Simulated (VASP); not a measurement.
Set up this calculation in VASP 6.6.1, as the native input.

- Task: single point
- Functional: b88 exchange, pbe correlation
- Potentials or basis: VASP PAW PBE potentials, release 64 (Be)
- Cutoff: 600 eV
- k mesh: 15 × 15 × 15
- Occupations: tetrahedron
- Spin: no spin polarisation
- Dipole correction: no
- Further INCAR settings: ALGO = Normal; EDIFF = 1e-06; NBANDS = 7

The structure of Be lies in POSCAR:

```
Be
1.0
   -1.2531209500      1.2531209500      1.2531209500
    1.2531209500     -1.2531209500      1.2531209500
    1.2531209500      1.2531209500     -1.2531209500
Be
1
Direct
    0.0000000000      0.0000000000      0.0000000000
```

This isn't the form of Be at room conditions, which is hcp.

One way to write it, as run:

INCAR

```
  PREC = Accurate
  ENCUT = 600
  EDIFF = 1E-6
  ISMEAR = -5
  SIGMA = 0.05
  LREAL = False
  LASPH = True
  NELM = 120
  ALGO = Normal
  ISIF = 2
  LWAVE = False
  LCHARG = False
  GGA = LIBXC
  LIBXC1 = GGA_X_B88
  LIBXC2 = GGA_C_PBE
  NBANDS = 7
  GGA_COMPAT = False
```

KPOINTS

```
Automatic mesh
0
Gamma
  15 15 15
```

Potentials or basis: VASP PAW PBE potentials, release 64 (Be).

Command:

```sh
$ cat potpaw_PBE.64/Be/POTCAR > POTCAR
$ mpirun -np 1 vasp_std > vasp.out
```

It gave:

```json
{
 "Pressure": "0.5 GPa",
 "Band gap on the k mesh": "zero (bands 1 and 2 overlap by 4.42 eV)"
}
```

Caveat: the PAW data sets were made with another functional, which shifts forces and pressure a little; tetrahedron occupations give inexact forces and stress in metals.

Wall time 7.4 s on 1 thread of Intel(R) Xeon(R) Platinum 8259CL CPU @ 2.50GHz (Skylake/Cascade Lake) (shared host), peak memory 0.12 GiB.
